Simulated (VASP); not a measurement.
Crystal: Os.

```
Os
1.0
     0.00000    1.91000    1.91000
     1.91000    0.00000    1.91000
     1.91000    1.91000    0.00000
Os
1
Direct
  0.00000 0.00000 0.00000
```

This isn't the form of Os at room conditions, which is hcp.

| Quantity | Value |
| --- | --- |
| Program | VASP 6.6.1 |
| Task | relaxation of cell and atoms |
| Functional | LDA |
| Potentials or basis | VASP PAW LDA potentials, release 64 (Os) |
| Cutoff | 600 eV |
| k mesh | 21 × 21 × 21 |
| Occupations | fermi-dirac, width 0.05 eV |
| Spin | no spin polarisation |

At the start: pressure -4.8 GPa; volume 13.94 Å³/atom.

Task: How do energy, volume and symmetry change on relaxing?

Result: Over 3 steps the energy falls by 2.3 meV/atom and the volume is 13.79 Å³/atom (-1.1 %); space group Fm-3m (No. 225, to 0.1 Å) before and after.

Step by step:
```tsv
step	energy change (eV)	largest force (eV/Å)	pressure (GPa)	volume (Å³)
1	0.0000	0.0000	-4.75	13.94
2	0.0471	0.0000	24.92	13.12
3	-0.0023	0.0000	-0.12	13.79
```

Final structure:
```yaml
crystal:
  lattice:
    - [0.00000, 1.90323, 1.90323]
    - [1.90323, 0.00000, 1.90323]
    - [1.90323, 1.90323, 0.00000]
  atoms:
    - { symbol: Os, position: [0.00000, 0.00000, 0.00000] }
```
